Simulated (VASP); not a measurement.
# ZnS (P6_3mc) in VASP: further runs, part 2 of 2

VASP 6.6.1. Earlier steps stand in the parts before.

## 4. Single point, PBE (epitaxial xy strain +4.0%)

INCAR reads:

```
SYSTEM = ZnS
ALGO = Normal
EDIFF = 1E-6
ENCUT = 520
GGA = PE
ISIF = 2
ISMEAR = -1
LASPH = .TRUE.
LCHARG = .FALSE.
LREAL = .FALSE.
LWAVE = .FALSE.
NBANDS = 26
NELM = 80
PREC = Accurate
SIGMA = 0.02
```

KPOINTS reads:

```
k-points
0
G
  12 12 4
  0 0 0
```

POSCAR reads:

```
ZnS
1.0
    3.9576688909      0.0000000000      0.0000000000
   -1.9788344454      3.4274417993      0.0000000000
    0.0000000000      0.0000000000      6.1040543255
Zn S
2 2
Direct
    0.3333333333      0.6666666667     -0.0048323387
    0.6666666667      0.3333333333      0.4951676613
    0.3333333333      0.6666666667      0.3798323387
    0.6666666667      0.3333333333      0.8798323387
```

Potentials or basis: VASP PAW PBE potentials, release 64 (Zn, S).

Launch:

```
cat potpaw_PBE.64/Zn/POTCAR potpaw_PBE.64/S/POTCAR > POTCAR
mpirun -np 1 vasp_std > vasp.out
```

OUTCAR:

```text
SYSTEM = ZnS
   EDIFF = 1E-6
   ENCUT = 520
   GGA = PE
   ISIF = 2
   ISMEAR = -1
   LASPH = .TRUE.
   LREAL = .FALSE.
   NELM = 80
   PREC = Accurate

 ion  position               nearest neighbor table
   1  0.333  0.667  0.995-   3 2.35   4 2.39   4 2.39   4 2.39
   2  0.667  0.333  0.495-   4 2.35   3 2.39   3 2.39   3 2.39
   3  0.333  0.667  0.380-   1 2.35   2 2.39   2 2.39   2 2.39
   4  0.667  0.333  0.880-   2 2.35   1 2.39   1 2.39   1 2.39

  LATTYP: Found a hexagonal cell.
 ALAT       =     3.9576688909
 C/A-ratio  =     1.5423357774

  Lattice vectors:

 A1 = (   3.9576688909,   0.0000000000,   0.0000000000)
 A2 = (  -1.9788344454,   3.4274417993,   0.0000000000)
 A3 = (   0.0000000000,   0.0000000000,   6.1040543255)

Analysis of symmetry for initial positions (statically):
=====================================================================
 Subroutine PRICEL returns:
 Original cell was already a primitive cell.

 Routine SETGRP: Setting up the symmetry group for a
 hexagonal supercell.

 Subroutine GETGRP returns: Found 12 space group operations
 (whereof  6 operations were pure point group operations)
 out of a pool of 24 trial point group operations.

The static configuration has the point symmetry C_3v.
 The point group associated with its full space group is C_6v.

Analysis of symmetry for dynamics (positions and initial velocities):
=====================================================================
 Subroutine PRICEL returns:
 Original cell was already a primitive cell.

 Routine SETGRP: Setting up the symmetry group for a
 hexagonal supercell.

 Subroutine GETGRP returns: Found 12 space group operations
 (whereof  6 operations were pure point group operations)
 out of a pool of 24 trial point group operations.

The dynamic configuration has the point symmetry C_3v.
 The point group associated with its full space group is C_6v.

 Subroutine INISYM returns: Found 12 space group operations
 (whereof  6 operations are pure point group operations),
[... 119 lines left out ...]
     AMIX     =   0.40;   BMIX     =  1.00
     AMIX_MAG =   1.60;   BMIX_MAG =  1.00
  volume/ion in A,a.u.               =      20.70       139.69
  Fermi-wavevector in a.u.,A,eV,Ry     =   1.240223  2.343681 20.927834  1.538152
  Thomas-Fermi vector in A             =   2.374673
   LORBIT       =      0    0 simple, 1 ext, 2 COOP (PROOUT), +10 PAW based schemes
   GGA     = PE    functional components
   LHFCALC =     F    Hartree Fock is set to
   AEXX    =    0.0000 exact exchange contribution
   IVDW    =     0    specifies the selected vdW correction
   LEPSILON=     F    determine dielectric tensor
   LRPA    =     F    only Hartree local field effects (RPA)
 non-spin polarized calculation
  energy-cutoff  :      520.00
  volume of cell :       82.80
 maximum number of plane-waves:      2279
 NGX is ok and might be reduce to    30
   NGX = 15   NGY = 15   NGZ = 23

 number of electron      35.9999973 magnetization

 Free energy of the ion-electron system (eV)
  ---------------------------------------------------
  ext. energy  EPLUGINS =         0.00000000
  ---------------------------------------------------
  free energy    TOTEN  =       -13.62865748 eV

  energy without entropy =      -13.62865748  energy(sigma->0) =      -13.62865748

 E-fermi :   2.1674     XC(G=0):  -9.3955

 val. band max:        1.7627357155   @ k =   0.0000   0.0000   0.0000
 cond. band min:       3.6717725512   @ k =   0.0000   0.0000   0.0000
 fundamental gap:      1.9090368357
 Fermi energy:         2.1674233918

 k-point     1 :       0.0000    0.0000    0.0000
  band No.  band energies     occupation
      1     -11.1500      2.00000
      2     -10.1907      2.00000
      3      -4.4620      2.00000
      4      -4.4620      2.00000
      5      -4.4496      2.00000
      6      -4.3907      2.00000
[... 685 lines left out ...]
     25      10.3661      0.00000
     26      11.1879      0.00000

 [... further k-points ...]

------------------------ aborting loop because EDIFF is reached ----------------------------------------

  FORCE on cell =-STRESS in cart. coord.  units (eV):
  Direction    XX          YY          ZZ          XY          YZ          ZX
  --------------------------------------------------------------------------------------
  -------------------------------------------------------------------------------------
  Total       -1.6590349     -1.6590349      1.1302559     -0.0000000      0.0000000      0.0000000
  in kB      -32.1024489    -32.1024489     21.8705358     -0.0000000      0.0000000      0.0000000
  external PRESSURE =     -14.1114540 kB  Pullay stress =       0.0000000 kB

 VOLUME and BASIS-vectors are now :
 -----------------------------------------------------------------------------
  energy-cutoff  :      520.00
  volume of cell :       82.80
      direct lattice vectors                 reciprocal lattice vectors
     3.957668891  0.000000000  0.000000000     0.252673993  0.145881398  0.000000000
    -1.978834445  3.427441799  0.000000000     0.000000000  0.291762795  0.000000000
     0.000000000  0.000000000  6.104054325     0.000000000  0.000000000  0.163825541

 POSITION                                       TOTAL-FORCE (eV/Angst)
 -----------------------------------------------------------------------------------
     -0.00000      2.28496      6.07456         0.000000      0.000000     -0.019002
      1.97883      1.14248      3.02253         0.000000     -0.000000     -0.019002
     -0.00000      2.28496      2.31852         0.000000      0.000000      0.019002
      1.97883      1.14248      5.37054        -0.000000     -0.000000      0.019002
 -----------------------------------------------------------------------------------
    total drift:                               -0.000000     -0.000000     -0.000641

  FREE ENERGIE OF THE ION-ELECTRON SYSTEM (eV)
  ---------------------------------------------------
  free  energy   TOTEN  =       -13.6286574828 eV

  energy  without entropy=      -13.6286574828  energy(sigma->0) =      -13.62865748
```

OSZICAR:

```text
N       E                     dE             d eps       ncg     rms          rms(c)
DAV:   1     0.241824212433E+03    0.24182E+03   -0.17049E+04  2964   0.164E+03
DAV:   2     0.988849011305E+01   -0.23194E+03   -0.22210E+03  3052   0.345E+02
DAV:   3    -0.139054096894E+02   -0.23794E+02   -0.23543E+02  3568   0.110E+02
DAV:   4    -0.144865091545E+02   -0.58110E+00   -0.57967E+00  3394   0.173E+01
DAV:   5    -0.144956195457E+02   -0.91104E-02   -0.91070E-02  3652   0.212E+00    0.897E+00
DAV:   6    -0.136382133473E+02    0.85741E+00   -0.16472E+00  4466   0.358E+01    0.698E+00
DAV:   7    -0.136321182158E+02    0.60951E-02   -0.11115E+00  3156   0.616E+00    0.333E+00
DAV:   8    -0.136275771820E+02    0.45410E-02   -0.35493E-02  3754   0.199E+00    0.892E-01
DAV:   9    -0.136282358479E+02   -0.65867E-03   -0.73175E-03  3952   0.138E+00    0.212E-01
DAV:  10    -0.136284261229E+02   -0.19027E-03   -0.74300E-04  3414   0.317E-01    0.878E-02
DAV:  11    -0.136286556261E+02   -0.22950E-03   -0.38297E-04  3088   0.122E-01    0.579E-02
DAV:  12    -0.136286537732E+02    0.18530E-05   -0.11263E-05  3568   0.243E-02    0.129E-02
DAV:  13    -0.136286568436E+02   -0.30704E-05   -0.27183E-06  2746   0.949E-03    0.379E-03
DAV:  14    -0.136286574828E+02   -0.63926E-06   -0.98468E-07  2684   0.990E-03
   1 F= -.13628657E+02 E0= -.13628657E+02  d E =-.304673E-11
```

stdout:

```text
POSCAR found type information on POSCAR ZnS
 POSCAR found :  2 types and       4 ions
 scaLAPACK will be used
 LDA part: xc-table for (Slater+PW92), standard interpolation
 POSCAR, INCAR and KPOINTS ok, starting setup
 FFT: planning ... GRIDC
 FFT: planning ... GRID_SOFT
 FFT: planning ... GRID
 WAVECAR not read
 entering main loop
```

Wall time 3 min (1 thread of AMD EPYC 7R13, shared host); peak memory 0.23 GiB.

Results:

| Property | Result |
| --- | --- |
| Free energy | -13.6287 eV |
| Pressure | -1.4 GPa |
| Largest force | 0.019 eV/Å |
| Band gap on the k mesh | 1.91 eV |

Forces on the atoms (eV/Å):
```
Zn   0.000  0.000 -0.019
Zn   0.000  0.000 -0.019
S    0.000  0.000  0.019
S    0.000  0.000  0.019
```

Caveat: the cell differs from its parent crystal (epitaxial xy strain +4.0%); the stress differs along the axes, from -3 to 2 GPa. A k mesh can miss the band edges.

## 5. Overview

| cell | gap on the mesh (eV) | pressure (GPa) | largest force (eV/Å) |
| --- | --- | --- | --- |
| a = 3.882, b = 3.882, c = 6.176 Å, angles 90.0, 90.0, 120.0°, 4 atoms, epitaxial xy strain +2.0% | 2.10 | 0.3 | 0.01 |
| a = 3.920, b = 3.920, c = 6.138 Å, angles 90.0, 90.0, 120.0°, 4 atoms, epitaxial xy strain +3.0% | 2.00 | -0.6 | 0.01 |
| a = 3.958, b = 3.958, c = 6.104 Å, angles 90.0, 90.0, 120.0°, 4 atoms, epitaxial xy strain +4.0% | 1.91 | -1.4 | 0.02 |

Alike in all rows: task single point; level PBE; potentials or basis VASP PAW PBE potentials, release 64 (Zn, S); no spin polarisation; k mesh 12 × 12 × 4; cutoff (eV) 520; smearing fermi-dirac 0.02 eV.

Caveats: the stress differs along the axes, from -3 to 2 GPa (at least some runs).

Absolute energies hang on the potentials; compare differences alone.
